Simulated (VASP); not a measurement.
Wanted: the native input for a VASP 6.6.1 run.

```
Task                   : single point
Functional             : PBE
Potentials or basis    : VASP PAW PBE potentials, release 64 (Ag)
Cutoff                 : 520 eV
k mesh                 : 18 × 18 × 12
Occupations            : gaussian, width 0.1 eV
Spin                   : no spin polarisation
Dipole correction      : no
Further INCAR settings : ALGO = Fast; EDIFF = 1e-06; NBANDS = 18
```

The structure of Ag lies in POSCAR:

```
Ag
1.0
    2.0737491127      2.0737491127      0.0000000000
   -2.0737491127      2.0737491127      0.0000000000
    0.0000000000      0.0000000000      4.1474982254
Ag
2
Direct
    0.0000000000      0.0000000000      0.0000000000
    0.5000000000      0.5000000000      0.5000000000
```

One way to write it, as run:

INCAR

```
SYSTEM = Ag
PREC     = Accurate       ! precision mode
ENCUT    = 520            ! plane-wave cutoff, eV
EDIFF    = 1E-6           ! SCF threshold, eV
ISMEAR   = 0              ! smearing method
SIGMA    = 0.1            ! smearing width, eV
LREAL    = .FALSE.        ! projectors in reciprocal space
LASPH    = .TRUE.         ! aspherical terms in the spheres
NELM     = 100            ! most SCF steps
ALGO     = Fast           ! electronic algorithm
ISIF     = 2              ! what is computed and relaxed
LWAVE    = .FALSE.        ! write WAVECAR
LCHARG   = .FALSE.        ! write CHGCAR
GGA      = PE             ! functional
NBANDS   = 18             ! bands
```

KPOINTS

```
regular mesh
0
G
  18 18 12
  0 0 0
```

Potentials or basis: VASP PAW PBE potentials, release 64 (Ag).

Launch:

```sh
$ cat potpaw_PBE.64/Ag/POTCAR > POTCAR
$ mpirun -np 1 vasp_std > vasp.out
```

Results of the run:

| Quantity | Value |
| --- | --- |
| Pressure | 0.0 GPa |
| Band gap on the k mesh | zero (bands 11 and 12 overlap by 9.14 eV) |

Run time: 2.4 min on 1 thread of Intel(R) Xeon(R) Platinum 8375C CPU @ 2.90GHz (Ice Lake), on a shared host, peak memory 0.31 GiB.
